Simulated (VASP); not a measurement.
# Be (Im-3m) in VASP: a series of runs

The runs below take Be through single point, with r2SCAN.

All numbers are computed with VASP 6.6.1; they aren't measurements. Logs are shortened: lines on timing, memory, paths and dates and some standing lists are left out, and cuts for length are marked.

## Step 1: The cell of the first run

Symmetry: Im-3m, No. 229, cubic system. Conventional cell: a = 2.567 Å, b = 2.567 Å, c = 2.567 Å, α = 90.00°, β = 90.00°, γ = 90.00°. Be (site symmetry m-3m) has 14 Be at 2.22 to 2.57 Å within 2.9 Å.

## Step 2: Single point, r2SCAN (volume scaled by 1.08)

Contents of POSCAR:

```
Be
1.0
   -1.2833623756      1.2833623756      1.2833623756
    1.2833623756     -1.2833623756      1.2833623756
    1.2833623756      1.2833623756     -1.2833623756
Be
1
Direct
    0.0000000000      0.0000000000      0.0000000000
```

Contents of INCAR.step1:

```
SYSTEM = Be
PREC = Accurate
ENCUT = 520
ISMEAR = -1
SIGMA = 0.1
LREAL = .False.
LASPH = .True.
NELM = 100
NBANDS = 7
GGA = PE
ALGO = Normal
EDIFF = 1E-4
LWAVE = .True.
LCHARG = .False.
```

Contents of INCAR.step2:

```
SYSTEM = Be
PREC = Accurate
ENCUT = 520
EDIFF = 1E-6
ISMEAR = -1
SIGMA = 0.1
LREAL = .False.
LASPH = .True.
NELM = 100
ALGO = Normal
ISIF = 2
LWAVE = .False.
LCHARG = .False.
METAGGA = R2SCAN
LMIXTAU = .True.
NBANDS = 7
ISTART = 1
```

Contents of KPOINTS:

```
Automatic mesh
0
Gamma
  20 20 20
  0 0 0
```

Potentials or basis: VASP PAW PBE potentials, release 64 (Be).

Run with:

```
$ cat potpaw_PBE.64/Be/POTCAR > POTCAR
$ cp INCAR.step1 INCAR
$ mpirun -np 1 vasp_std > vasp.out
$ cp INCAR.step2 INCAR
$ mpirun -np 1 vasp_std > vasp.out
```

OUTCAR:

```text
SYSTEM = Be
   PREC = Accurate
   ENCUT = 520
   EDIFF = 1E-6
   ISMEAR = -1
   LREAL = .False.
   LASPH = .True.
   NELM = 100
   ISIF = 2
   METAGGA = R2SCAN
   ISTART = 1

 ion  position               nearest neighbor table
   1  0.000  0.000  0.000-

  LATTYP: Found a body centered cubic cell.
 ALAT       =     2.5667247512

  Lattice vectors:

 A1 = (  -1.2833623756,   1.2833623756,   1.2833623756)
 A2 = (   1.2833623756,  -1.2833623756,   1.2833623756)
 A3 = (   1.2833623756,   1.2833623756,  -1.2833623756)

Analysis of symmetry for initial positions (statically):
=====================================================================
 Subroutine PRICEL returns:
 Original cell was already a primitive cell.

 Routine SETGRP: Setting up the symmetry group for a
 body centered cubic supercell.

 Subroutine GETGRP returns: Found 48 space group operations
[... 9 lines left out ...]

 Routine SETGRP: Setting up the symmetry group for a
 body centered cubic supercell.

 Subroutine GETGRP returns: Found 48 space group operations
[... 11 lines left out ...]
                                     Primitive cell

  volume of cell :       8.4549

  direct lattice vectors                    reciprocal lattice vectors
    -1.283362376  1.283362376  1.283362376     0.000000000  0.389601573  0.389601573
     1.283362376 -1.283362376  1.283362376     0.389601573  0.000000000  0.389601573
     1.283362376  1.283362376 -1.283362376     0.389601573  0.389601573  0.000000000

  length of vectors
     2.222848839  2.222848839  2.222848839     0.550979828  0.550979828  0.550979828

  position of ions in fractional coordinates (direct lattice)
     0.000000000  0.000000000  0.000000000

  ion indices of the primitive-cell ions
   primitive index   ion index
                 1           1

----------------------------------------------------------------------------------------

 KPOINTS: Automatic mesh

Automatic generation of k-mesh.
 Grid dimensions read from file:
 generate k-points for:   20   20   20

 Generating k-lattice:

  Cartesian coordinates                     Fractional coordinates (reciprocal lattice)
     0.000000000  0.019480079  0.019480079     0.050000000  0.000000000  0.000000000
     0.019480079  0.000000000  0.019480079     0.000000000  0.050000000  0.000000000
     0.019480079  0.019480079  0.000000000     0.000000000  0.000000000  0.050000000

  Length of vectors
     0.027548991  0.027548991  0.027548991

  Shift w.r.t. Gamma in fractional coordinates (k-lattice)
     0.000000000  0.000000000  0.000000000

 Subroutine IBZKPT returns following result:
 ===========================================

 Found    256 irreducible k-points:

 Following reciprocal coordinates:
            Coordinates               Weight
  0.000000  0.000000  0.000000      1.000000
  0.050000  0.000000  0.000000     12.000000
  0.100000  0.000000  0.000000     12.000000
  0.150000  0.000000  0.000000     12.000000
  0.200000  0.000000  0.000000     12.000000
  0.250000  0.000000  0.000000     12.000000
[... 16 lines left out ...]
  0.200000  0.100000  0.000000     48.000000
  0.250000  0.100000 -0.000000     48.000000
 [... further k-points ...]
   k-points           NKPTS =    256   k-points in BZ     NKDIM =    256   number of bands    NBANDS=      7
   number of dos      NEDOS =    301   number of ions     NIONS =      1
   total plane-waves  NPLWV =   5832
   dimension x,y,z NGX =    18 NGY =   18 NGZ =   18
   dimension x,y,z NGXF=    36 NGYF=   36 NGZF=   36
   ions per type =               1
   NGX,Y,Z   is equivalent  to a cutoff of  13.46, 13.46, 13.46 a.u.
   NGXF,Y,Z  is equivalent  to a cutoff of  26.92, 26.92, 26.92 a.u.
 SYSTEM =  Be
   PREC   = accura    normal or accurate (medium, high low for compatibility)
   ISTART =      1    job   : 0-new  1-cont  2-samecut
   ICHARG =      0    charge: 1-file 2-atom 10-const
   ISPIN  =      1    spin polarized calculation?
   LNONCOLLINEAR =      F non collinear calculations
   LSORBIT =      F    spin-orbit coupling
   LASPH  =      T    aspherical Exc in radial PAW
   ENCUT  =  520.0 eV  38.22 Ry    6.18 a.u.   4.13  4.13  4.13*2*pi/ulx,y,z
   NELM   =    100;   NELMIN=  2; NELMDL=  0     # of ELM steps
   EDIFF  = 0.1E-05   stopping-criterion for ELM
   LREAL  =      F    real-space projection
   EDIFFG = 0.1E-04   stopping-criterion for IOM
   NSW    =      0    number of steps for IOM
   IBRION =     -1    ionic relax: 0-MD 1-quasi-New 2-CG
   NFREE  =      0    steps in history (QN), initial steepest desc. (CG)
   ISIF   =      2    stress and relaxation
   ISYM   =      2    0-nonsym 1-usesym 2-fastsym
   POTIM  = 0.5000    time-step for ionic-motion
   TEBEG  =    0.0;   TEEND  =   0.0 temperature during run
   PSTRESS=    0.0 pullay stress
   NELECT =       2.0000    total number of electrons
   NUPDOWN=      -1.0000    fix difference up-down
   EMIN   =  10.00;   EMAX   =-10.00  energy-range for DOS
   EFERMI =   0.00;   METHOD = LEGACY
   ISMEAR =    -1;   SIGMA  =   0.10  broadening in eV -4-tet -1-fermi 0-gaus
   EFERMI_NEDOS =   21; number of points for ismear=-14 and -15
   IALGO  =     38    algorithm
   IMIX   =      4    mixing-type and parameters
     AMIX     =   0.40;   BMIX     =  1.00
     AMIX_MAG =   1.60;   BMIX_MAG =  1.00
  volume/ion in A,a.u.               =       8.45        57.06
  Fermi-wavevector in a.u.,A,eV,Ry     =   1.012470  1.913291 13.947273  1.025096
  Thomas-Fermi vector in A             =   2.145581
   LORBIT       =      0    0 simple, 1 ext, 2 COOP (PROOUT), +10 PAW based schemes
   METAGGA = R2SCAN    functional components
   LHFCALC =     F    Hartree Fock is set to
   AEXX    =    0.0000 exact exchange contribution
   IVDW    =     0    specifies the selected vdW correction
   LEPSILON=     F    determine dielectric tensor
   LRPA    =     F    only Hartree local field effects (RPA)
 non-spin polarized calculation
  energy-cutoff  :      520.00
  volume of cell :        8.45
 maximum number of plane-waves:       240
 NGX is ok and might be reduce to    18
   NGX =  9   NGY =  9   NGZ =  9

 number of electron       2.0000000 magnetization

 Free energy of the ion-electron system (eV)
  ---------------------------------------------------
  ext. energy  EPLUGINS =         0.00000000
  ---------------------------------------------------
  free energy    TOTEN  =        -4.22767974 eV

  energy without entropy =       -4.22229065  energy(sigma->0) =       -4.22498520

 E-fermi :   7.4115     XC(G=0): -11.0276

 val. band max:        7.3559095145   @ k =   0.3500   0.2500   0.0500
 cond. band min:       7.4308264696   @ k =  -0.4000  -0.4000   0.1500
 fundamental gap:      0.0749169551
 Fermi energy:         7.4115423030

 k-point     1 :       0.0000    0.0000    0.0000
  band No.  band energies     occupation
      1      -5.2551      2.00000
      2      27.3391      0.00000
      3      27.3391      0.00000
      4      27.3391      0.00000
      5      38.2402      0.00000
      6      38.2402      0.00000
      7      38.2402      0.00000

 k-point     2 :       0.0500    0.0000    0.0000
  band No.  band energies     occupation
      1      -5.1628      2.00000
      2      26.8759      0.00000
      3      26.9638      0.00000
      4      27.2311      0.00000
      5      37.1023      0.00000
      6      37.1605      0.00000
      7      38.8455      0.00000

 k-point     3 :       0.1000    0.0000    0.0000
  band No.  band energies     occupation
      1      -4.8858      2.00000
      2      25.4585      0.00000
      3      26.0357      0.00000
      4      26.9147      0.00000
      5      35.0927      0.00000
      6      35.3822      0.00000
      7      39.0111      0.00000

 k-point     4 :       0.1500    0.0000    0.0000
  band No.  band energies     occupation
      1      -4.4242      2.00000
      2      23.2127      0.00000
      3      24.8841      0.00000
      4      26.4205      0.00000
      5      33.6711      0.00000
      6      33.8161      0.00000
      7      38.6001      0.00000

 k-point     5 :       0.2000    0.0000    0.0000
  band No.  band energies     occupation
      1      -3.7788      2.00000
      2      20.5141      0.00000
      3      23.7236      0.00000
      4      25.8093      0.00000
      5      32.1496      0.00000
      6      33.1982      0.00000
      7      38.6672      0.00000

 k-point     6 :       0.2500    0.0000    0.0000
  band No.  band energies     occupation
      1      -2.9523      2.00000
      2      17.6979      0.00000
      3      22.6630      0.00000
      4      25.1586      0.00000
      5      30.8480      0.00000
      6      32.9890      0.00000
      7      39.1531      0.00000

 k-point     7 :       0.3000    0.0000    0.0000
  band No.  band energies     occupation
      1      -1.9524      2.00000
      2      14.9548      0.00000
      3      21.7570      0.00000
      4      24.5414      0.00000
      5      29.7770      0.00000
      6      33.0263      0.00000
      7      39.9854      0.00000
[... 121 lines left out ...]
 k-point    20 :       0.4500    0.0500    0.0000
  band No.  band energies     occupation
      1       2.1271      2.00000
      2       7.7713      0.05331
      3      19.7937      0.00000
      4      22.5403      0.00000
      5      28.9660      0.00000
      6      33.8227      0.00000
      7      43.9095      0.00000

 k-point    21 :       0.1000    0.1000    0.0000
  band No.  band energies     occupation
      1      -4.1469      2.00000
      2      23.1816      0.00000
      3      23.1986      0.00000
      4      25.5185      0.00000
      5      33.4680      0.00000
      6      33.9617      0.00000
      7      38.5335      0.00000

 k-point    22 :       0.1500    0.1000    0.0000
  band No.  band energies     occupation
      1      -3.5010      2.00000
      2      20.5871      0.00000
      3      22.0624      0.00000
      4      24.6623      0.00000
      5      33.1226      0.00000
      6      33.4416      0.00000
      7      38.8011      0.00000

 k-point    23 :       0.2000    0.1000    0.0000
  band No.  band energies     occupation
      1      -2.6731      2.00000
      2      17.8068      0.00000
      3      21.0469      0.00000
      4      23.8311      0.00000
      5      32.8281      0.00000
      6      33.1074      0.00000
      7      39.3352      0.00000

 k-point    24 :       0.2500    0.1000   -0.0000
  band No.  band energies     occupation
      1      -1.6700      2.00000
      2      15.0798      0.00000
      3      20.1845      0.00000
      4      23.0813      0.00000
      5      32.2312      0.00000
      6      33.2796      0.00000
      7      40.1230      0.00000

 [... further k-points ...]
[... 5 lines left out ...]
  --------------------------------------------------------------------------------------
  -------------------------------------------------------------------------------------
  Total       -0.4408980     -0.4408980     -0.4408980      0.0000000      0.0000000     -0.0000000
  in kB      -83.5489115    -83.5489115    -83.5489115      0.0000000      0.0000000     -0.0000000
  external PRESSURE =     -83.5489115 kB  Pullay stress =       0.0000000 kB

 VOLUME and BASIS-vectors are now :
 -----------------------------------------------------------------------------
  energy-cutoff  :      520.00
  volume of cell :        8.45
      direct lattice vectors                 reciprocal lattice vectors
    -1.283362376  1.283362376  1.283362376     0.000000000  0.389601573  0.389601573
     1.283362376 -1.283362376  1.283362376     0.389601573  0.000000000  0.389601573
     1.283362376  1.283362376 -1.283362376     0.389601573  0.389601573  0.000000000

 POSITION                                       TOTAL-FORCE (eV/Angst)
 -----------------------------------------------------------------------------------
      0.00000      0.00000      0.00000         0.000000     -0.000000     -0.000000
 -----------------------------------------------------------------------------------
    total drift:                                0.000000      0.000000      0.000000

  FREE ENERGIE OF THE ION-ELECTRON SYSTEM (eV)
  ---------------------------------------------------
  free  energy   TOTEN  =        -4.2276797386 eV

  energy  without entropy=       -4.2222906546  energy(sigma->0) =       -4.22498520
```

Wall time 28 s (1 thread of Intel Xeon 6975P-C, shared host); peak memory 0.12 GiB.

What came out:

```yaml
Free_energy: -4.2277 eV
Pressure: -8.4 GPa
Band_gap_on_the_k_mesh: zero (band 1 reaches 11.60 eV, above the bottom of band 2 at 6.17 eV)
```

Caveat: the PAW data sets were made with another functional, which shifts forces and pressure a little.

(Part 1 of 2 ends here.)
